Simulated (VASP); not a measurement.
ZnNi, 2 atoms in the cell. It takes space group Pm-3m (No. 221, cubic). The conventional cell has a = 2.808 Å, b = 2.808 Å, c = 2.808 Å, α = 90.00°, β = 90.00°, γ = 90.00°. Within 3.2 Å of Zn (site symmetry m-3m) lie 8 Ni at 2.43 Å and 6 Zn at 2.81 Å. Within 3.2 Å of Ni (site symmetry m-3m) lie 8 Zn at 2.43 Å and 6 Ni at 2.81 Å. 

* Program: VASP 6.6.1
* Task: single point
* Functional: LDA
* Potentials or basis: VASP PAW LDA potentials, release 64 (Zn, Ni_sv_GW)
* Cutoff: 590 eV
* k mesh: 6 × 6 × 6
* Occupations: fermi-dirac, width 0.1 eV
* Spin: collinear spin, ferromagnetic start
* Starting moments: [0.0, 1.5] μB
* Dipole correction: no
* Second run: valence_matched
* Further INCAR settings: ALGO = Normal; EDIFF = 1e-06; NBANDS = 26

Potentials or basis: VASP PAW LDA potentials, release 64 (Zn, Ni_sv_GW).

Run with:

```sh
$ cat potpaw_LDA.64/Zn/POTCAR potpaw_LDA.64/Ni_sv_GW/POTCAR > POTCAR
$ mpirun -np 1 vasp_std > vasp.out
```

Hardware: 1 thread of AMD EPYC 9R45 96-Core Processor (Zen 5), on a shared host.

How long does it take, and how much memory?

It took 17 s on 1 thread of AMD EPYC 9R45 96-Core Processor (Zen 5), on a shared host, peak memory 0.13 GiB. Counts: scf iterations 14, k points 20.
